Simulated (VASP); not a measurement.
# LaPd2 (I4/mmm) in VASP: single point with RPBE

Aim: the single point of LaPd2 with RPBE.

Everything below comes from runs of VASP 6.6.1. Logs are shortened: lines on timing, memory, paths and dates and some standing lists are left out, and cuts for length are marked.

## 1. The cell of the first run

It takes space group I4/mmm (No. 139, tetragonal). The conventional cell has a = 4.008 Å, b = 4.008 Å, c = 8.943 Å, α = 90.00°, β = 90.00°, γ = 90.00°. Within 4.0 Å of La (site symmetry 4/mmm) lie 8 Pd at 3.00 Å. Pd (site symmetry -4m2) has 4 Pd at 2.83 Å and 4 La at 3.00 Å within 3.7 Å.

## 2. Single point, RPBE

Input file INCAR:

```
SYSTEM = LaPd2
PREC     = Accurate       ! precision mode
ENCUT    = 520            ! plane-wave cutoff, eV
EDIFF    = 1E-6           ! SCF threshold, eV
ISMEAR   = -1             ! smearing method
SIGMA    = 0.1            ! smearing width, eV
LREAL    = .False.        ! projectors in reciprocal space
LASPH    = .True.         ! aspherical terms in the spheres
NELM     = 100            ! most SCF steps
ALGO     = Normal         ! electronic algorithm
ISIF     = 2              ! what is computed and relaxed
LWAVE    = .False.        ! write WAVECAR
LCHARG   = .True.         ! write CHGCAR
GGA      = RP             ! functional
LELF     = .True.         ! ELF
LVHAR    = .True.       
NBANDS   = 22             ! bands
```

Input file KPOINTS:

```
regular mesh
0
Gamma
  12 12 12
  0 0 0
```

Input file POSCAR:

```
LaPd2
1.0
    5.2940910000      0.0000000000      0.0000000000
    2.2601337943      4.7873995810      0.0000000000
   -3.7771123027     -2.3936997306      2.8339060974
La Pd
1 2
Direct
    0.0000000000      0.0000000000      0.0000000000
    0.7500000000      0.2500000000      0.5000000000
    0.2500000000      0.7500000000      0.5000000000
```

Potentials or basis: VASP PAW PBE potentials, release 64 (La, Pd).

On the command line:

```bash
$ cat potpaw_PBE.64/La/POTCAR potpaw_PBE.64/Pd/POTCAR > POTCAR
$ mpirun -np 1 vasp_std > vasp.out
```

OUTCAR:

```text
SYSTEM = LaPd2
   PREC = Accurate
   ENCUT = 520
   EDIFF = 1E-6
   ISMEAR = -1
   LREAL = .False.
   LASPH = .True.
   NELM = 100
   ISIF = 2
   GGA = RP

 ion  position               nearest neighbor table
   1  0.000  0.000  0.000-   3 3.00   2 3.00   2 3.00   3 3.00   2 3.00   3 3.00   2 3.00   3 3.00

   2  0.750  0.250  0.500-   3 2.83   3 2.83   3 2.83   3 2.83   1 3.00   1 3.00   1 3.00   1 3.00

   3  0.250  0.750  0.500-   2 2.83   2 2.83   2 2.83   2 2.83   1 3.00   1 3.00   1 3.00   1 3.00

  LATTYP: Found a body centered tetragonal cell.
 ALAT       =     4.0077483127
 C/A-ratio  =     2.2315427496

  Lattice vectors:

 A1 = (   5.2940910000,   0.0000000000,   0.0000000000)
 A2 = (   2.2601337943,   4.7873995810,   0.0000000000)
 A3 = (  -3.7771123027,  -2.3936997306,   2.8339060974)

Analysis of symmetry for initial positions (statically):
=====================================================================
 Subroutine PRICEL returns:
 Original cell was already a primitive cell.

 Routine SETGRP: Setting up the symmetry group for a
 body centered tetragonal supercell.

 Subroutine GETGRP returns: Found 16 space group operations
 (whereof 16 operations were pure point group operations)
 out of a pool of 16 trial point group operations.

The static configuration has the point symmetry D_4h.

Analysis of symmetry for dynamics (positions and initial velocities):
=====================================================================
 Subroutine PRICEL returns:
 Original cell was already a primitive cell.

 Routine SETGRP: Setting up the symmetry group for a
 body centered tetragonal supercell.

 Subroutine GETGRP returns: Found 16 space group operations
 (whereof 16 operations were pure point group operations)
 out of a pool of 16 trial point group operations.

The dynamic configuration has the point symmetry D_4h.

 Subroutine INISYM returns: Found 16 space group operations
 (whereof 16 operations are pure point group operations),
 and found     1 'primitive' translations

----------------------------------------------------------------------------------------

                                     Primitive cell

  volume of cell :      71.8251

  direct lattice vectors                    reciprocal lattice vectors
     5.294091000  0.000000000  0.000000000     0.188889840 -0.089174990  0.176434917
     2.260133794  4.787399581  0.000000000     0.000000000  0.208881666  0.176434917
    -3.777112303 -2.393699731  2.833906097     0.000000000  0.000000000  0.352869843

  length of vectors
     5.294091000  5.294091000  5.294091000     0.273424268  0.273424268  0.352869843

  position of ions in fractional coordinates (direct lattice)
     0.000000000  0.000000000  0.000000000
     0.750000000  0.250000000  0.500000000
     0.250000000  0.750000000  0.500000000

  ion indices of the primitive-cell ions
   primitive index   ion index
                 1           1
                 2           2
                 3           3

----------------------------------------------------------------------------------------

 KPOINTS: regular mesh

Automatic generation of k-mesh.
 Grid dimensions read from file:
 generate k-points for:   12   12   12

 Generating k-lattice:

  Cartesian coordinates                     Fractional coordinates (reciprocal lattice)
     0.015740820 -0.007431249  0.014702910     0.083333333  0.000000000  0.000000000
     0.000000000  0.017406805  0.014702910     0.000000000  0.083333333  0.000000000
     0.000000000  0.000000000  0.029405820     0.000000000  0.000000000  0.083333333

  Length of vectors
     0.022785356  0.022785356  0.029405820

  Shift w.r.t. Gamma in fractional coordinates (k-lattice)
     0.000000000  0.000000000  0.000000000

 Subroutine IBZKPT returns following result:
 ===========================================

 Found    163 irreducible k-points:

 Following reciprocal coordinates:
            Coordinates               Weight
  0.000000  0.000000  0.000000      1.000000
  0.083333  0.000000  0.000000      8.000000
  0.166667  0.000000 -0.000000      8.000000
  0.250000  0.000000 -0.000000      8.000000
  0.333333 -0.000000  0.000000      8.000000
  0.416667 -0.000000  0.000000      8.000000
[... 16 lines left out ...]
  0.500000  0.166667 -0.000000     16.000000
 -0.416667  0.166667 -0.000000     16.000000
 [... further k-points ...]
   k-points           NKPTS =    163   k-points in BZ     NKDIM =    163   number of bands    NBANDS=     22
   number of dos      NEDOS =    301   number of ions     NIONS =      3
   total plane-waves  NPLWV =  64000
   dimension x,y,z NGX =    40 NGY =   40 NGZ =   40
   dimension x,y,z NGXF=    80 NGYF=   80 NGZF=   80
   ions per type =               1   2
   NGX,Y,Z   is equivalent  to a cutoff of  12.56, 12.56, 12.56 a.u.
   NGXF,Y,Z  is equivalent  to a cutoff of  25.12, 25.12, 25.12 a.u.
 SYSTEM =  LaPd2
   PREC   = accura    normal or accurate (medium, high low for compatibility)
   ISTART =      0    job   : 0-new  1-cont  2-samecut
   ICHARG =      2    charge: 1-file 2-atom 10-const
   ISPIN  =      1    spin polarized calculation?
   LNONCOLLINEAR =      F non collinear calculations
   LSORBIT =      F    spin-orbit coupling
   LASPH  =      T    aspherical Exc in radial PAW
   ENCUT  =  520.0 eV  38.22 Ry    6.18 a.u.   9.84  9.84  9.84*2*pi/ulx,y,z
   NELM   =    100;   NELMIN=  2; NELMDL= -5     # of ELM steps
   EDIFF  = 0.1E-05   stopping-criterion for ELM
   LREAL  =      F    real-space projection
   EDIFFG = 0.1E-04   stopping-criterion for IOM
   NSW    =      0    number of steps for IOM
   IBRION =     -1    ionic relax: 0-MD 1-quasi-New 2-CG
   NFREE  =      0    steps in history (QN), initial steepest desc. (CG)
   ISIF   =      2    stress and relaxation
   ISYM   =      2    0-nonsym 1-usesym 2-fastsym
   POTIM  = 0.5000    time-step for ionic-motion
   TEBEG  =    0.0;   TEEND  =   0.0 temperature during run
   PSTRESS=    0.0 pullay stress
   NELECT =      31.0000    total number of electrons
   NUPDOWN=      -1.0000    fix difference up-down
   EMIN   =  10.00;   EMAX   =-10.00  energy-range for DOS
   EFERMI =   0.00;   METHOD = LEGACY
   ISMEAR =    -1;   SIGMA  =   0.10  broadening in eV -4-tet -1-fermi 0-gaus
   EFERMI_NEDOS =   21; number of points for ismear=-14 and -15
   IALGO  =     38    algorithm
   IMIX   =      4    mixing-type and parameters
     AMIX     =   0.40;   BMIX     =  1.00
     AMIX_MAG =   1.60;   BMIX_MAG =  1.00
  volume/ion in A,a.u.               =      23.94       161.57
  Fermi-wavevector in a.u.,A,eV,Ry     =   1.237190  2.337951 20.825624  1.530640
  Thomas-Fermi vector in A             =   2.371768
   LORBIT       =      0    0 simple, 1 ext, 2 COOP (PROOUT), +10 PAW based schemes
   GGA     = RP    functional components
   LHFCALC =     F    Hartree Fock is set to
   AEXX    =    0.0000 exact exchange contribution
   IVDW    =     0    specifies the selected vdW correction
   LEPSILON=     F    determine dielectric tensor
   LRPA    =     F    only Hartree local field effects (RPA)
 non-spin polarized calculation
  energy-cutoff  :      520.00
  volume of cell :       71.83
 maximum number of plane-waves:      1977
   NGX = 19   NGY = 19   NGZ = 19

 number of electron      31.0000000 magnetization

 Free energy of the ion-electron system (eV)
  ---------------------------------------------------
  ext. energy  EPLUGINS =         0.00000000
  ---------------------------------------------------
  free energy    TOTEN  =       -15.62218080 eV

  energy without entropy =      -15.55883842  energy(sigma->0) =      -15.59050961

 E-fermi :   7.9652     XC(G=0): -10.5381

 val. band max:        7.9624848910   @ k =   0.4167   0.2500   0.0833
 cond. band min:       7.9657117746   @ k =   0.4167   0.2500   0.0000
 fundamental gap:      0.0032268837
 Fermi energy:         7.9651745816

 k-point     1 :       0.0000    0.0000    0.0000
  band No.  band energies     occupation
      1     -24.6788      2.00000
      2      -8.4709      2.00000
      3      -8.3889      2.00000
      4      -8.3889      2.00000
      5       2.8637      2.00000
      6       3.9106      2.00000
[... 14 lines left out ...]
     21      10.1066      0.00000
     22      10.1068      0.00000

 k-point     2 :       0.0833    0.0000    0.0000
  band No.  band energies     occupation
      1     -24.6765      2.00000
      2      -8.4719      2.00000
      3      -8.4190      2.00000
      4      -8.3856      2.00000
      5       2.9629      2.00000
      6       3.9502      2.00000
[... 14 lines left out ...]
     21      10.1175      0.00000
     22      10.1410      0.00000

 k-point     3 :       0.1667    0.0000   -0.0000
  band No.  band energies     occupation
      1     -24.6701      2.00000
      2      -8.5021      2.00000
      3      -8.4721      2.00000
      4      -8.3766      2.00000
      5       3.2420      2.00000
      6       4.0687      2.00000
[... 14 lines left out ...]
     21      10.1606      0.00000
     22      10.1697      0.00000

 k-point     4 :       0.2500    0.0000   -0.0000
  band No.  band energies     occupation
      1     -24.6614      2.00000
      2      -8.6090      2.00000
      3      -8.4755      2.00000
      4      -8.3642      2.00000
      5       3.6485      2.00000
      6       4.2642      2.00000
[... 14 lines left out ...]
     21      10.1910      0.00000
     22      10.2163      0.00000

 k-point     5 :       0.3333   -0.0000    0.0000
  band No.  band energies     occupation
      1     -24.6526      2.00000
      2      -8.7132      2.00000
      3      -8.4777      2.00000
      4      -8.3517      2.00000
      5       4.0991      2.00000
      6       4.5318      2.00000
[... 417 lines left out ...]
 k-point    22 :       0.4167    0.1667    0.0000
  band No.  band energies     occupation
      1     -24.6383      2.00000
      2      -8.7721      2.00000
      3      -8.4762      2.00000
      4      -8.4499      2.00000
      5       4.2716      2.00000
      6       4.4637      2.00000
[... 14 lines left out ...]
     21      10.2594      0.00000
     22      10.3652      0.00000

 k-point    23 :       0.5000    0.1667   -0.0000
  band No.  band energies     occupation
      1     -24.6365      2.00000
      2      -8.8001      2.00000
      3      -8.4690      2.00000
      4      -8.4480      2.00000
      5       4.4808      2.00000
      6       4.5194      2.00000
[... 14 lines left out ...]
     21      10.2575      0.00000
     22      10.4049      0.00000

 k-point    24 :      -0.4167    0.1667   -0.0000
  band No.  band energies     occupation
      1     -24.6392      2.00000
      2      -8.7749      2.00000
      3      -8.4634      2.00000
      4      -8.4520      2.00000
      5       4.2823      2.00000
      6       4.5372      2.00000
[... 14 lines left out ...]
     21      10.2528      0.00000
     22      10.3510      0.00000

 [... further k-points ...]
[... 5 lines left out ...]
  --------------------------------------------------------------------------------------
  -------------------------------------------------------------------------------------
  Total        0.8458877      0.8266619      0.8137579      0.0203619      0.0000000      0.0000000
  in kB       18.8689069     18.4400449     18.1521995      0.4542062      0.0000004      0.0000006
  external PRESSURE =      18.4870504 kB  Pullay stress =       0.0000000 kB

 VOLUME and BASIS-vectors are now :
 -----------------------------------------------------------------------------
  energy-cutoff  :      520.00
  volume of cell :       71.83
      direct lattice vectors                 reciprocal lattice vectors
     5.294091000  0.000000000  0.000000000     0.188889840 -0.089174990  0.176434917
     2.260133794  4.787399581  0.000000000     0.000000000  0.208881666  0.176434917
    -3.777112303 -2.393699731  2.833906097     0.000000000  0.000000000  0.352869843

 POSITION                                       TOTAL-FORCE (eV/Angst)
 -----------------------------------------------------------------------------------
      0.00000      0.00000      0.00000        -0.000000     -0.000000      0.000000
      2.64705      0.00000      1.41695         0.000000     -0.000000     -0.000000
      1.13007      2.39370      1.41695        -0.000000      0.000000      0.000000
 -----------------------------------------------------------------------------------
    total drift:                               -0.000000      0.000000      0.000000

  FREE ENERGIE OF THE ION-ELECTRON SYSTEM (eV)
  ---------------------------------------------------
  free  energy   TOTEN  =       -15.6221807985 eV

  energy  without entropy=      -15.5588384183  energy(sigma->0) =      -15.59050961
```

It took 9.2 min on 1 thread of Oxide Virtual Turin-like, shared host; peak memory 0.43 GiB.

Results:

- Free energy: -15.6222 eV
- Pressure: 1.8 GPa

Caveat: the PAW data sets were made with another functional, which shifts forces and pressure a little; spin-orbit coupling is left out, which moves the levels of the heavy elements.
